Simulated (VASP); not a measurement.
# K3Al (Pm-3m) in VASP: further runs

K3Al is run at these levels: PBE; tasks: single point, relaxation of cell and atoms.

All numbers are computed with VASP 6.6.1; they aren't measurements. Logs are shortened: lines on timing, memory, paths and dates and some standing lists are left out, and cuts for length are marked.

## 1. The cell of the first run

It takes space group Pm-3m (No. 221, cubic). The conventional cell has a = 5.760 Å, b = 5.760 Å, c = 5.760 Å, α = 90.00°, β = 90.00°, γ = 90.00°. Within 5.3 Å of K (site symmetry 4/mmm) lie 8 K at 4.07 Å and 4 Al at 4.07 Å. Al (site symmetry m-3m) has 12 K at 4.07 Å within 5.3 Å.

## 2. Single point, PBE

Contents of INCAR:

```
PREC = Accurate
ENCUT = 520
EDIFF = 1E-7
ISMEAR = 0
SIGMA = 0.1
LREAL = F
LASPH = T
NELM = 100
ALGO = Fast
ISIF = 2
LWAVE = F
LCHARG = F
GGA = PE
NBANDS = 23
```

Contents of KPOINTS:

```
regular mesh
0
Gamma
  8 8 8
```

Contents of POSCAR:

```
K3Al
1.0
    5.7599877782      0.0000000000      0.0000000000
    0.0000000000      5.7599877782      0.0000000000
    0.0000000000      0.0000000000      5.7599877782
K Al
3 1
Direct
    0.0000000000      0.5000000000      0.5000000000
    0.5000000000      0.0000000000      0.5000000000
    0.5000000000      0.5000000000      0.0000000000
    0.0000000000      0.0000000000      0.0000000000
```

Potentials or basis: VASP PAW PBE potentials, release 64 (K_sv, Al).

Command:

```sh
$ cat potpaw_PBE.64/K_sv/POTCAR potpaw_PBE.64/Al/POTCAR > POTCAR
$ mpirun -np 1 vasp_std > vasp.out
```

OUTCAR:

```text
PREC = Accurate
   ENCUT = 520
   EDIFF = 1E-7
   ISMEAR = 0
   LREAL = F
   LASPH = T
   NELM = 100
   ISIF = 2
   GGA = PE

 ion  position               nearest neighbor table
   1  0.000  0.500  0.500-
   2  0.500  0.000  0.500-
   3  0.500  0.500  0.000-
   4  0.000  0.000  0.000-

  LATTYP: Found a simple cubic cell.
 ALAT       =     5.7599877782

  Lattice vectors:

 A1 = (   5.7599877782,   0.0000000000,   0.0000000000)
 A2 = (   0.0000000000,   5.7599877782,   0.0000000000)
 A3 = (   0.0000000000,   0.0000000000,   5.7599877782)

Analysis of symmetry for initial positions (statically):
=====================================================================
 Subroutine PRICEL returns:
 Original cell was already a primitive cell.

 Routine SETGRP: Setting up the symmetry group for a
 simple cubic supercell.

 Subroutine GETGRP returns: Found 48 space group operations
 (whereof 48 operations were pure point group operations)
 out of a pool of 48 trial point group operations.

The static configuration has the point symmetry O_h .

Analysis of symmetry for dynamics (positions and initial velocities):
=====================================================================
 Subroutine PRICEL returns:
 Original cell was already a primitive cell.

 Routine SETGRP: Setting up the symmetry group for a
 simple cubic supercell.

 Subroutine GETGRP returns: Found 48 space group operations
 (whereof 48 operations were pure point group operations)
 out of a pool of 48 trial point group operations.

The dynamic configuration has the point symmetry O_h .

 Subroutine INISYM returns: Found 48 space group operations
 (whereof 48 operations are pure point group operations),
 and found     1 'primitive' translations

----------------------------------------------------------------------------------------

                                     Primitive cell

  volume of cell :     191.1018

  direct lattice vectors                    reciprocal lattice vectors
     5.759987778  0.000000000  0.000000000     0.173611479  0.000000000  0.000000000
     0.000000000  5.759987778  0.000000000     0.000000000  0.173611479  0.000000000
     0.000000000  0.000000000  5.759987778     0.000000000  0.000000000  0.173611479

  length of vectors
     5.759987778  5.759987778  5.759987778     0.173611479  0.173611479  0.173611479

  position of ions in fractional coordinates (direct lattice)
     0.000000000  0.500000000  0.500000000
     0.500000000  0.000000000  0.500000000
     0.500000000  0.500000000  0.000000000
     0.000000000  0.000000000  0.000000000

  ion indices of the primitive-cell ions
   primitive index   ion index
                 1           1
                 2           2
                 3           3
                 4           4

----------------------------------------------------------------------------------------

 KPOINTS: regular mesh

Automatic generation of k-mesh.
 Grid dimensions read from file:
 generate k-points for:    8    8    8

 Generating k-lattice:

  Cartesian coordinates                     Fractional coordinates (reciprocal lattice)
     0.021701435  0.000000000  0.000000000     0.125000000  0.000000000  0.000000000
     0.000000000  0.021701435  0.000000000     0.000000000  0.125000000  0.000000000
     0.000000000  0.000000000  0.021701435     0.000000000  0.000000000  0.125000000

  Length of vectors
     0.021701435  0.021701435  0.021701435

  Shift w.r.t. Gamma in fractional coordinates (k-lattice)
     0.000000000  0.000000000  0.000000000

 Subroutine IBZKPT returns following result:
 ===========================================

 Found     35 irreducible k-points:

 Following reciprocal coordinates:
            Coordinates               Weight
  0.000000  0.000000  0.000000      1.000000
  0.125000  0.000000  0.000000      6.000000
  0.250000  0.000000  0.000000      6.000000
  0.375000  0.000000  0.000000      6.000000
  0.500000  0.000000  0.000000      3.000000
  0.125000  0.125000  0.000000     12.000000
[... 16 lines left out ...]
  0.375000  0.375000  0.125000     24.000000
  0.500000  0.375000  0.125000     24.000000
 [... further k-points ...]
   k-points           NKPTS =     35   k-points in BZ     NKDIM =     35   number of bands    NBANDS=     23
   number of dos      NEDOS =    301   number of ions     NIONS =      4
   total plane-waves  NPLWV = 110592
   dimension x,y,z NGX =    48 NGY =   48 NGZ =   48
   dimension x,y,z NGXF=    96 NGYF=   96 NGZF=   96
   ions per type =               3   1
   NGX,Y,Z   is equivalent  to a cutoff of  13.85, 13.85, 13.85 a.u.
   NGXF,Y,Z  is equivalent  to a cutoff of  27.71, 27.71, 27.71 a.u.
 SYSTEM =  unknown system
   PREC   = accura    normal or accurate (medium, high low for compatibility)
   ISTART =      0    job   : 0-new  1-cont  2-samecut
   ICHARG =      2    charge: 1-file 2-atom 10-const
   ISPIN  =      1    spin polarized calculation?
   LNONCOLLINEAR =      F non collinear calculations
   LSORBIT =      F    spin-orbit coupling
   LASPH  =      T    aspherical Exc in radial PAW
   ENCUT  =  520.0 eV  38.22 Ry    6.18 a.u.  10.71 10.71 10.71*2*pi/ulx,y,z
   NELM   =    100;   NELMIN=  2; NELMDL= -5     # of ELM steps
   EDIFF  = 0.1E-06   stopping-criterion for ELM
   LREAL  =      F    real-space projection
   EDIFFG = 0.1E-05   stopping-criterion for IOM
   NSW    =      0    number of steps for IOM
   IBRION =     -1    ionic relax: 0-MD 1-quasi-New 2-CG
   NFREE  =      0    steps in history (QN), initial steepest desc. (CG)
   ISIF   =      2    stress and relaxation
   ISYM   =      2    0-nonsym 1-usesym 2-fastsym
   POTIM  = 0.5000    time-step for ionic-motion
   TEBEG  =    0.0;   TEEND  =   0.0 temperature during run
   PSTRESS=    0.0 pullay stress
   NELECT =      30.0000    total number of electrons
   NUPDOWN=      -1.0000    fix difference up-down
   EMIN   =  10.00;   EMAX   =-10.00  energy-range for DOS
   EFERMI =   0.00;   METHOD = LEGACY
   ISMEAR =     0;   SIGMA  =   0.10  broadening in eV -4-tet -1-fermi 0-gaus
   EFERMI_NEDOS =   21; number of points for ismear=-14 and -15
   IALGO  =     68    algorithm
   IMIX   =      4    mixing-type and parameters
     AMIX     =   0.40;   BMIX     =  1.00
     AMIX_MAG =   1.60;   BMIX_MAG =  1.00
  volume/ion in A,a.u.               =      47.78       322.40
  Fermi-wavevector in a.u.,A,eV,Ry     =   0.883135  1.668883 10.611553  0.779927
  Thomas-Fermi vector in A             =   2.003860
   LORBIT       =      0    0 simple, 1 ext, 2 COOP (PROOUT), +10 PAW based schemes
   GGA     = PE    functional components
   LHFCALC =     F    Hartree Fock is set to
   AEXX    =    0.0000 exact exchange contribution
   IVDW    =     0    specifies the selected vdW correction
   LEPSILON=     F    determine dielectric tensor
   LRPA    =     F    only Hartree local field effects (RPA)
 non-spin polarized calculation
 RMM-DIIS sequential band-by-band and
 Gauss-broadening in eV      SIGMA  =   0.10
  energy-cutoff  :      520.00
  volume of cell :      191.10
 maximum number of plane-waves:      5216
 NGX is ok and might be reduce to    48
   NGX = 21   NGY = 21   NGZ = 21

 number of electron      30.0000003 magnetization

 Free energy of the ion-electron system (eV)
  ---------------------------------------------------
  ext. energy  EPLUGINS =         0.00000000
  ---------------------------------------------------
  free energy    TOTEN  =        -5.63830527 eV

  energy without entropy =       -5.61935858  energy(sigma->0) =       -5.62883193

 E-fermi :   0.8320     XC(G=0):  -6.7419

 val. band max:        0.8060475160   @ k =   0.5000   0.5000   0.0000
 cond. band min:       0.8404757368   @ k =   0.5000   0.2500   0.2500
 fundamental gap:      0.0344282208
 Fermi energy:         0.8319751310

 k-point     1 :       0.0000    0.0000    0.0000
  band No.  band energies     occupation
      1     -31.0011      2.00000
      2     -30.9749      2.00000
      3     -30.9749      2.00000
      4     -14.6133      2.00000
      5     -14.6133      2.00000
      6     -14.6133      2.00000
[... 15 lines left out ...]
     22       3.6327      0.00000
     23       3.8228      0.00000

 k-point     2 :       0.1250    0.0000    0.0000
  band No.  band energies     occupation
      1     -31.0002      2.00000
      2     -30.9758      2.00000
      3     -30.9749      2.00000
      4     -14.6101      2.00000
      5     -14.6101      2.00000
      6     -14.6083      2.00000
[... 15 lines left out ...]
     22       3.6864      0.00000
     23       3.7942      0.00000

 k-point     3 :       0.2500    0.0000    0.0000
  band No.  band energies     occupation
      1     -30.9977      2.00000
      2     -30.9782      2.00000
      3     -30.9749      2.00000
      4     -14.6020      2.00000
      5     -14.6020      2.00000
      6     -14.5944      2.00000
[... 15 lines left out ...]
     22       3.8418      0.00000
     23       3.9210      0.00000

 k-point     4 :       0.3750    0.0000    0.0000
  band No.  band energies     occupation
      1     -30.9944      2.00000
      2     -30.9815      2.00000
      3     -30.9749      2.00000
      4     -14.5930      2.00000
      5     -14.5930      2.00000
      6     -14.5766      2.00000
[... 15 lines left out ...]
     22       4.0688      0.00000
     23       4.5358      0.00000

 k-point     5 :       0.5000    0.0000    0.0000
  band No.  band energies     occupation
      1     -30.9923      2.00000
      2     -30.9836      2.00000
      3     -30.9748      2.00000
      4     -14.5889      2.00000
      5     -14.5889      2.00000
      6     -14.5670      2.00000
[... 434 lines left out ...]
 k-point    22 :       0.5000    0.2500    0.1250
  band No.  band energies     occupation
      1     -30.9893      2.00000
      2     -30.9836      2.00000
      3     -30.9778      2.00000
      4     -14.6464      2.00000
      5     -14.5577      2.00000
      6     -14.5180      2.00000
[... 15 lines left out ...]
     22       4.2052      0.00000
     23       4.3067      0.00000

 k-point    23 :       0.3750    0.3750    0.1250
  band No.  band energies     occupation
      1     -30.9886      2.00000
      2     -30.9823      2.00000
      3     -30.9798      2.00000
      4     -14.6570      2.00000
      5     -14.5523      2.00000
      6     -14.5124      2.00000
[... 15 lines left out ...]
     22       4.4698      0.00000
     23       4.6929      0.00000

 k-point    24 :       0.5000    0.3750    0.1250
  band No.  band energies     occupation
      1     -30.9866      2.00000
      2     -30.9835      2.00000
      3     -30.9804      2.00000
      4     -14.6611      2.00000
      5     -14.5480      2.00000
      6     -14.5190      2.00000
[... 15 lines left out ...]
     22       4.3810      0.00000
     23       4.7981      0.00000

 [... further k-points ...]
[... 5 lines left out ...]
  --------------------------------------------------------------------------------------
  -------------------------------------------------------------------------------------
  Total        0.0050902      0.0050902      0.0050902      0.0000000     -0.0000000      0.0000000
  in kB        0.0426760      0.0426760      0.0426760      0.0000000     -0.0000000      0.0000000
  external PRESSURE =       0.0426760 kB  Pullay stress =       0.0000000 kB

 VOLUME and BASIS-vectors are now :
 -----------------------------------------------------------------------------
  energy-cutoff  :      520.00
  volume of cell :      191.10
      direct lattice vectors                 reciprocal lattice vectors
     5.759987778  0.000000000  0.000000000     0.173611479  0.000000000  0.000000000
     0.000000000  5.759987778  0.000000000     0.000000000  0.173611479  0.000000000
     0.000000000  0.000000000  5.759987778     0.000000000  0.000000000  0.173611479

 POSITION                                       TOTAL-FORCE (eV/Angst)
 -----------------------------------------------------------------------------------
      0.00000      2.87999      2.87999         0.000000      0.000000      0.000000
      2.87999      0.00000      2.87999         0.000000      0.000000      0.000000
      2.87999      2.87999      0.00000         0.000000      0.000000      0.000000
      0.00000      0.00000      0.00000         0.000000      0.000000      0.000000
 -----------------------------------------------------------------------------------
    total drift:                                0.000000     -0.000000     -0.000000

  FREE ENERGIE OF THE ION-ELECTRON SYSTEM (eV)
  ---------------------------------------------------
  free  energy   TOTEN  =        -5.6383052747 eV

  energy  without entropy=       -5.6193585791  energy(sigma->0) =       -5.62883193
```

Wall time 4.6 min (1 thread of Intel Xeon 6975P-C (Granite Rapids), shared host); peak memory 0.38 GiB.

What came out:

```
Free energy            : -5.6383 eV
Pressure               : 0.0 GPa
Band gap on the k mesh : zero (bands 15 and 16 overlap by 0.87 eV)
```

(Part 1 of 2 ends here.)
